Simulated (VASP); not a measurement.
Ir2Rh3: single point with PBE

The system is Ir2Rh3.

```xyz
10
Lattice="2.7362 0.0000 0.0000 -1.3681 2.3696 0.0000 0.0000 0.0000 22.0460" Properties=species:S:1:pos:R:3 pbc="T T T"
Ir    0.0000    1.5798   20.9276
Ir    0.0000    1.5798    3.3389
Ir    1.3681    0.7899   18.7070
Ir    1.3681    0.7899    1.1184
Rh    0.0000    1.5798   16.5018
Rh    0.0000    1.5798    7.7448
Rh    0.0000    1.5798   12.1164
Rh    1.3681    0.7899    5.5441
Rh    1.3681    0.7899    9.9296
Rh    1.3681    0.7899   14.3012
```

```json
{
 "Program": "VASP 6.6.1",
 "Task": "single point",
 "Functional": "PBE",
 "Potentials or basis": "VASP PAW PBE potentials, release 64 (Ir, Rh_pv)",
 "Cutoff": "520 eV",
 "k mesh": "18 × 18 × 2",
 "Occupations": "gaussian, width 0.1 eV",
 "Spin": "no spin polarisation"
}
```

```
Pressure               : 0.3 GPa
Largest force          : 0.014 eV/Å
Band gap on the k mesh : zero (bands 63 and 64 overlap by 2.12 eV)
```

Forces in eV/Å, atoms in the order of the input:
```
Ir   0.000  0.000 -0.008
Ir   0.000  0.000  0.014
Ir   0.000  0.000 -0.014
Ir   0.000  0.000  0.008
Rh   0.000  0.000 -0.012
Rh   0.000  0.000  0.002
Rh   0.000  0.000  0.000
Rh   0.000  0.000  0.012
Rh   0.000  0.000  0.000
Rh   0.000  0.000 -0.002
```

Stress tensor (GPa, compression positive):
```
0.23 0.00 0.00
0.00 0.23 0.00
0.00 0.00 0.34
```

Levels at points of the mesh, in eV from the Fermi level:
```tsv
k point	band 60	band 61	band 62	band 63	band 64	band 65
(0.00, 0.00, 0.00)	-1.61	-1.61	-1.34	-0.99	-0.84	-0.84
(0.50, 0.00, 0.00)	0.50	0.52	0.59	0.63	0.75	0.80
(0.00, 0.00, 0.50)	-1.85	-1.23	-1.22	-1.22	-0.47	-0.45
(0.50, 0.00, 0.50)	0.49	0.52	0.59	0.63	0.69	0.80
```

Run time: 49 min on 1 thread of Intel(R) Xeon(R) Platinum 8559C (Emerald Rapids), with other jobs on the host, peak memory 0.67 GiB.

Caveat: spin-orbit coupling is left out, which moves the levels of the heavy elements.
